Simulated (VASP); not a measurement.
# Ni (Fm-3m) in VASP: further runs

The runs below take Ni through single point, with LDA.

All numbers are computed with VASP 6.6.1; they aren't measurements. Logs are shortened: lines on timing, memory, paths and dates and some standing lists are left out, and cuts for length are marked.

### 1 The cell of the first run

Symmetry: Fm-3m, No. 225, cubic system. Conventional cell: a = 3.535 Å, b = 3.535 Å, c = 3.535 Å, α = 90.00°, β = 90.00°, γ = 90.00°. Ni (site symmetry m-3m) has 12 Ni at 2.50 Å within 3.3 Å.

### 2 Single point, LDA, collinear spin, zero start

INCAR reads:

```
SYSTEM = Ni
PREC     = Accurate       ! precision mode
ENCUT    = 520            ! plane-wave cutoff, eV
EDIFF    = 1E-6           ! SCF threshold, eV
ISMEAR   = -1             ! smearing method
SIGMA    = 0.1            ! smearing width, eV
LREAL    = .FALSE.        ! projectors in reciprocal space
LASPH    = .TRUE.         ! aspherical terms in the spheres
NELM     = 150            ! most SCF steps
ALGO     = Normal         ! electronic algorithm
ISIF     = 2              ! what is computed and relaxed
LWAVE    = .FALSE.        ! write WAVECAR
LCHARG   = .FALSE.        ! write CHGCAR
ISPIN    = 2              ! spin polarisation
MAGMOM   = 0              ! initial moments
LORBIT   = 11             ! projections on sites
NUPDOWN  = 0.0            ! fixed moment
LMAXMIX  = 4              ! l up to which the mixer works
GGA      = CA             ! functional
NBANDS   = 15             ! bands
```

KPOINTS reads:

```
Automatic mesh
0
G
  15 15 15
  0 0 0
```

POSCAR reads:

```
Ni
1.0
    0.0000000000      1.7672600000      1.7672600000
    1.7672600000      0.0000000000      1.7672600000
    1.7672600000      1.7672600000      0.0000000000
Ni
1
Direct
    0.0000000000      0.0000000000      0.0000000000
```

Potentials or basis: VASP PAW LDA potentials, release 64 (Ni).

The run is started by

```
$ cat potpaw_LDA.64/Ni/POTCAR > POTCAR
$ mpirun -np 1 vasp_std > vasp.out
```

OUTCAR:

```text
SYSTEM = Ni
   PREC = Accurate
   ENCUT = 520
   EDIFF = 1E-6
   ISMEAR = -1
   LREAL = .FALSE.
   LASPH = .TRUE.
   NELM = 150
   ISIF = 2
   ISPIN = 2
   LORBIT = 11
   NUPDOWN = 0.0
   GGA = CA

 ion  position               nearest neighbor table
   1  0.000  0.000  0.000-

  LATTYP: Found a face centered cubic cell.
 ALAT       =     3.5345200000

  Lattice vectors:

 A1 = (   0.0000000000,   1.7672600000,   1.7672600000)
 A2 = (   1.7672600000,   0.0000000000,   1.7672600000)
 A3 = (   1.7672600000,   1.7672600000,   0.0000000000)

Analysis of symmetry for initial positions (statically):
=====================================================================
 Subroutine PRICEL returns:
 Original cell was already a primitive cell.

 Routine SETGRP: Setting up the symmetry group for a
 face centered cubic supercell.

 Subroutine GETGRP returns: Found 48 space group operations
 (whereof 48 operations were pure point group operations)
 out of a pool of 48 trial point group operations.

The static configuration has the point symmetry O_h .

Analysis of symmetry for dynamics (positions and initial velocities):
=====================================================================
 Subroutine PRICEL returns:
 Original cell was already a primitive cell.

 Routine SETGRP: Setting up the symmetry group for a
 face centered cubic supercell.

 Subroutine GETGRP returns: Found 48 space group operations
 (whereof 48 operations were pure point group operations)
 out of a pool of 48 trial point group operations.

The dynamic configuration has the point symmetry O_h .

Analysis of structural, dynamic, and magnetic symmetry:
=====================================================================
 Subroutine PRICEL returns:
 Original cell was already a primitive cell.

 Routine SETGRP: Setting up the symmetry group for a
 face centered cubic supercell.

 Subroutine GETGRP returns: Found 48 space group operations
 (whereof 48 operations were pure point group operations)
 out of a pool of 48 trial point group operations.

The overall configuration has the point symmetry O_h .

 Subroutine INISYM returns: Found 48 space group operations
 (whereof 48 operations are pure point group operations),
 and found     1 'primitive' translations

----------------------------------------------------------------------------------------

                                     Primitive cell

  volume of cell :      11.0390

  direct lattice vectors                    reciprocal lattice vectors
     0.000000000  1.767260000  1.767260000    -0.282923848  0.282923848  0.282923848
     1.767260000  0.000000000  1.767260000     0.282923848 -0.282923848  0.282923848
     1.767260000  1.767260000  0.000000000     0.282923848  0.282923848 -0.282923848

  length of vectors
     2.499283060  2.499283060  2.499283060     0.490038480  0.490038480  0.490038480

  position of ions in fractional coordinates (direct lattice)
     0.000000000  0.000000000  0.000000000

  ion indices of the primitive-cell ions
   primitive index   ion index
                 1           1

----------------------------------------------------------------------------------------

 KPOINTS: Automatic mesh

Automatic generation of k-mesh.
 Grid dimensions read from file:
 generate k-points for:   15   15   15

 Generating k-lattice:

  Cartesian coordinates                     Fractional coordinates (reciprocal lattice)
    -0.018861590  0.018861590  0.018861590     0.066666667  0.000000000  0.000000000
     0.018861590 -0.018861590  0.018861590     0.000000000  0.066666667  0.000000000
     0.018861590  0.018861590 -0.018861590     0.000000000  0.000000000  0.066666667

  Length of vectors
     0.032669232  0.032669232  0.032669232

  Shift w.r.t. Gamma in fractional coordinates (k-lattice)
     0.000000000  0.000000000  0.000000000

 Subroutine IBZKPT returns following result:
 ===========================================

 Found    120 irreducible k-points:

 Following reciprocal coordinates:
            Coordinates               Weight
  0.000000  0.000000  0.000000      1.000000
  0.066667  0.000000  0.000000      8.000000
  0.133333  0.000000  0.000000      8.000000
  0.200000  0.000000  0.000000      8.000000
  0.266667  0.000000  0.000000      8.000000
  0.333333  0.000000  0.000000      8.000000
[... 16 lines left out ...]
  0.133333  0.133333  0.000000      6.000000
  0.200000  0.133333  0.000000     24.000000
 [... further k-points ...]
   k-points           NKPTS =    120   k-points in BZ     NKDIM =    120   number of bands    NBANDS=     15
   number of dos      NEDOS =    301   number of ions     NIONS =      1
   total plane-waves  NPLWV =   8000
   dimension x,y,z NGX =    20 NGY =   20 NGZ =   20
   dimension x,y,z NGXF=    40 NGYF=   40 NGZF=   40
   ions per type =               1
   NGX,Y,Z   is equivalent  to a cutoff of  13.30, 13.30, 13.30 a.u.
   NGXF,Y,Z  is equivalent  to a cutoff of  26.61, 26.61, 26.61 a.u.
 SYSTEM =  Ni
   PREC   = accura    normal or accurate (medium, high low for compatibility)
   ISTART =      0    job   : 0-new  1-cont  2-samecut
   ICHARG =      2    charge: 1-file 2-atom 10-const
   ISPIN  =      2    spin polarized calculation?
   LNONCOLLINEAR =      F non collinear calculations
   LSORBIT =      F    spin-orbit coupling
   LASPH  =      T    aspherical Exc in radial PAW
   ENCUT  =  520.0 eV  38.22 Ry    6.18 a.u.   4.65  4.65  4.65*2*pi/ulx,y,z
   NELM   =    150;   NELMIN=  2; NELMDL= -5     # of ELM steps
   EDIFF  = 0.1E-05   stopping-criterion for ELM
   LREAL  =      F    real-space projection
   EDIFFG = 0.1E-04   stopping-criterion for IOM
   NSW    =      0    number of steps for IOM
   IBRION =     -1    ionic relax: 0-MD 1-quasi-New 2-CG
   NFREE  =      0    steps in history (QN), initial steepest desc. (CG)
   ISIF   =      2    stress and relaxation
   ISYM   =      2    0-nonsym 1-usesym 2-fastsym
   POTIM  = 0.5000    time-step for ionic-motion
   TEBEG  =    0.0;   TEEND  =   0.0 temperature during run
   PSTRESS=    0.0 pullay stress
   NELECT =      10.0000    total number of electrons
   NUPDOWN=       0.0000    fix difference up-down
   EMIN   =  10.00;   EMAX   =-10.00  energy-range for DOS
   EFERMI =   0.00;   METHOD = LEGACY
   ISMEAR =    -1;   SIGMA  =   0.10  broadening in eV -4-tet -1-fermi 0-gaus
   EFERMI_NEDOS =   21; number of points for ismear=-14 and -15
   IALGO  =     38    algorithm
   IMIX   =      4    mixing-type and parameters
     AMIX     =   0.40;   BMIX     =  1.00
     AMIX_MAG =   1.60;   BMIX_MAG =  1.00
  volume/ion in A,a.u.               =      11.04        74.50
  Fermi-wavevector in a.u.,A,eV,Ry     =   1.584034  2.993389 34.139227  2.509162
  Thomas-Fermi vector in A             =   2.683713
   LORBIT       =     11    0 simple, 1 ext, 2 COOP (PROOUT), +10 PAW based schemes
   GGA     = CA    functional components
   LHFCALC =     F    Hartree Fock is set to
   AEXX    =    0.0000 exact exchange contribution
   IVDW    =     0    specifies the selected vdW correction
   LEPSILON=     F    determine dielectric tensor
   LRPA    =     F    only Hartree local field effects (RPA)
 spin polarized calculation
  energy-cutoff  :      520.00
  volume of cell :       11.04
 maximum number of plane-waves:       310
   NGX =  9   NGY =  9   NGZ =  9

 number of electron      10.0000010 magnetization      -0.0000000

 number of electron      10.0000010 magnetization       0.0000000

 Free energy of the ion-electron system (eV)
  ---------------------------------------------------
  ext. energy  EPLUGINS =         0.00000000
  ---------------------------------------------------
  free energy    TOTEN  =        -6.52227347 eV

  energy without entropy =       -6.43499867  energy(sigma->0) =       -6.47863607

 E-fermi :   8.6931     XC(G=0): -13.5254

 val. band max:        8.6904463427   @ k =  -0.3333   0.4000   0.1333
 cond. band min:       8.6938909643   @ k =   0.4667   0.2000   0.0000
 fundamental gap:      0.0034446217
 Fermi energy:         8.6931233349

 spin component 1

 k-point     1 :       0.0000    0.0000    0.0000
  band No.  band energies     occupation
      1      -0.0434      1.00000
      2       6.8349      1.00000
      3       6.8349      1.00000
      4       6.8349      1.00000
      5       7.9376      0.99948
      6       7.9376      0.99948
      7      32.4716      0.00000
      8      36.1416      0.00000
      9      36.1416      0.00000
     10      36.1416      0.00000
     11      39.1198      0.00000
     12      39.1198      0.00000
     13      39.1198      0.00000
     14      42.2415      0.00000
     15      48.1568      0.00000
[... 397 lines left out ...]
 k-point    24 :       0.2000    0.1333    0.0000
  band No.  band energies     occupation
      1       1.4450      1.00000
      2       6.3590      1.00000
      3       7.1821      1.00000
      4       7.2156      1.00000
      5       7.5932      0.99998
      6       8.1155      0.99691
      7      28.4147      0.00000
      8      30.8862      0.00000
      9      31.4605      0.00000
     10      33.6880      0.00000
     11      37.8193      0.00000
     12      42.4757      0.00000
     13      44.1813      0.00000
     14      44.7862      0.00000
     15      49.3713      0.00000

 [... further k-points ...]

 spin component 2

 k-point     1 :       0.0000    0.0000    0.0000
  band No.  band energies     occupation
      1      -0.0434      1.00000
      2       6.8349      1.00000
      3       6.8349      1.00000
      4       6.8349      1.00000
      5       7.9376      0.99948
      6       7.9376      0.99948
      7      32.4716      0.00000
      8      36.1416      0.00000
      9      36.1416      0.00000
     10      36.1416      0.00000
     11      39.1198      0.00000
     12      39.1198      0.00000
     13      39.1198      0.00000
     14      42.2415      0.00000
     15      48.1568      0.00000
[... 397 lines left out ...]
 k-point    24 :       0.2000    0.1333    0.0000
  band No.  band energies     occupation
      1       1.4450      1.00000
      2       6.3590      1.00000
      3       7.1821      1.00000
      4       7.2156      1.00000
      5       7.5932      0.99998
      6       8.1155      0.99691
      7      28.4147      0.00000
      8      30.8862      0.00000
      9      31.4605      0.00000
     10      33.6880      0.00000
     11      37.8192      0.00000
     12      42.4757      0.00000
     13      44.1813      0.00000
     14      44.7862      0.00000
     15      49.3713      0.00000

 [... further k-points ...]

------------------------ aborting loop because EDIFF is reached ----------------------------------------

  FORCE on cell =-STRESS in cart. coord.  units (eV):
  Direction    XX          YY          ZZ          XY          YZ          ZX
  --------------------------------------------------------------------------------------
  -------------------------------------------------------------------------------------
  Total       -1.3491190     -1.3491190     -1.3491190     -0.0000000      0.0000000     -0.0000000
  in kB     -195.8075856   -195.8075856   -195.8075856     -0.0000000      0.0000000     -0.0000000
  external PRESSURE =    -195.8075856 kB  Pullay stress =       0.0000000 kB

 VOLUME and BASIS-vectors are now :
 -----------------------------------------------------------------------------
  energy-cutoff  :      520.00
  volume of cell :       11.04
      direct lattice vectors                 reciprocal lattice vectors
     0.000000000  1.767260000  1.767260000    -0.282923848  0.282923848  0.282923848
     1.767260000  0.000000000  1.767260000     0.282923848 -0.282923848  0.282923848
     1.767260000  1.767260000  0.000000000     0.282923848  0.282923848 -0.282923848

 POSITION                                       TOTAL-FORCE (eV/Angst)
 -----------------------------------------------------------------------------------
      0.00000      0.00000      0.00000         0.000000      0.000000     -0.000000
 -----------------------------------------------------------------------------------
    total drift:                               -0.000000     -0.000000     -0.000000

  FREE ENERGIE OF THE ION-ELECTRON SYSTEM (eV)
  ---------------------------------------------------
  free  energy   TOTEN  =        -6.5222734697 eV

  energy  without entropy=       -6.4349986729  energy(sigma->0) =       -6.47863607

 total charge

# of ion       s       p       d       tot
------------------------------------------
    1        0.490   0.479   8.327   9.297

 magnetization (x)

# of ion       s       p       d       tot
------------------------------------------
    1       -0.000  -0.000  -0.000  -0.000
```

Wall time 58 s (1 thread of AMD EPYC 7R13, shared host); peak memory 0.11 GiB.

What came out:

```
Free energy                                           : -6.5223 eV
Pressure                                              : -19.6 GPa
Net moment                                            : 0.00 μB per cell
Valence electrons inside the program's atomic spheres : Ni 9.30
```

Caveat: the cell stands under tension; the total moment is fixed, so each spin has its own Fermi level.

### 3 Single point, LDA, collinear spin, ferromagnetic start

INCAR reads:

```
PREC = Accurate
ENCUT = 520
EDIFF = 1E-7
ISMEAR = -1
SIGMA = 0.1
LREAL = F
LASPH = T
NELM = 150
ALGO = Normal
ISIF = 2
LWAVE = F
LCHARG = T
ISPIN = 2
MAGMOM = 2
LORBIT = 11
LMAXMIX = 4
LELF = T
LVHAR = T
NBANDS = 15
```

KPOINTS reads:

```
regular mesh
0
Gamma
  15 15 15
```

POSCAR is that of step 2.

Potentials or basis: VASP PAW LDA potentials, release 64 (Ni).

The run is started by

```
$ cat potpaw_LDA.64/Ni/POTCAR > POTCAR
$ mpirun -np 1 vasp_std > vasp.out
```

Run time: 83 s. Hardware: 1 thread of AMD EPYC 7R13, shared host; peak memory 0.11 GiB.

Results (log left out):

```yaml
Free_energy: -6.5425 eV
Pressure: -18.8 GPa
Net_moment: 0.59 μB per cell
Site_moments: Ni +0.60 μB
Valence_electrons_inside_the_program's_atomic_spheres: Ni 9.29
```

Levels at points of the mesh, in eV from the Fermi level:
Spin up:
```
           k point  band 1  band 2  band 3  band 4  band 5  band 6  band 7  band 8  band 9  band 10
(0.00, 0.00, 0.00)   -8.87   -2.28   -2.28   -2.28   -1.17   -1.17   23.68   27.31   27.31    27.31
```
Spin down:
| k point | band 2 | band 3 | band 4 | band 5 | band 6 | band 7 | band 8 | band 9 |
| --- | --- | --- | --- | --- | --- | --- | --- | --- |
| (0.00, 0.00, 0.00) | -1.68 | -1.68 | -1.68 | -0.60 | -0.60 | 23.66 | 27.36 | 27.36 |

Caveat: the cell stands under tension.

[end of part 1 of 2]
